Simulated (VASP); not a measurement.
Wanted: the native input for a VASP 6.6.1 run.

```
Task                   : relaxation of cell and atoms
Functional             : PBE
Potentials or basis    : VASP PAW PBE potentials, release 64 (Ru_pv, Al)
Cutoff                 : 600 eV
k mesh                 : 16 × 16 × 16
Occupations            : gaussian, width 0.3 eV
Spin                   : no spin polarisation
Dipole correction      : no
Further INCAR settings : ALGO = Normal; EDIFF = 1e-06; IBRION = 2; EDIFFG = -0.005; NSW = 80; ISIF = 3
```

The structure of AlRu lies in POSCAR:

```
AlRu
1.0
    2.9900000000      0.0000000000      0.0000000000
    0.0000000000      2.9900000000      0.0000000000
    0.0000000000      0.0000000000      2.9900000000
Ru Al
1 1
Direct
    0.0000000000      0.0000000000      0.0000000000
    0.5000000000      0.5000000000      0.5000000000
```

One way to write it, as run:

INCAR

```
PREC = Accurate ; ENCUT = 600
EDIFF = 1E-6 ; ISMEAR = 0
SIGMA = 0.3 ; LREAL = F
LASPH = T ; NELM = 80
ALGO = Normal ; ISIF = 3
LWAVE = F ; LCHARG = F
GGA = PE ; IBRION = 2
NSW = 80 ; EDIFFG = -0.005
```

KPOINTS

```
regular mesh
0
Gamma
  16 16 16
```

Potentials or basis: VASP PAW PBE potentials, release 64 (Ru_pv, Al).

Command:

```sh
$ cat potpaw_PBE.64/Ru_pv/POTCAR potpaw_PBE.64/Al/POTCAR > POTCAR
$ mpirun -np 1 vasp_std > vasp.out
```

It gave:

* Relaxed volume: 13.57 Å³/atom
* Relaxed cell: a = 3.005 Å, b = 3.005 Å, c = 3.005 Å, α = 90.00°, β = 90.00°, γ = 90.00°
* Space group after relaxing (to 0.05 Å): Pm-3m (No. 221)
* Energy gained by relaxing: 1.9 meV/atom
* Ionic steps: 3
* Pressure after relaxing: 0.0 GPa

Wall time 3.5 min on 1 thread of AMD EPYC 7R13, with other jobs on the host, peak memory 0.17 GiB.
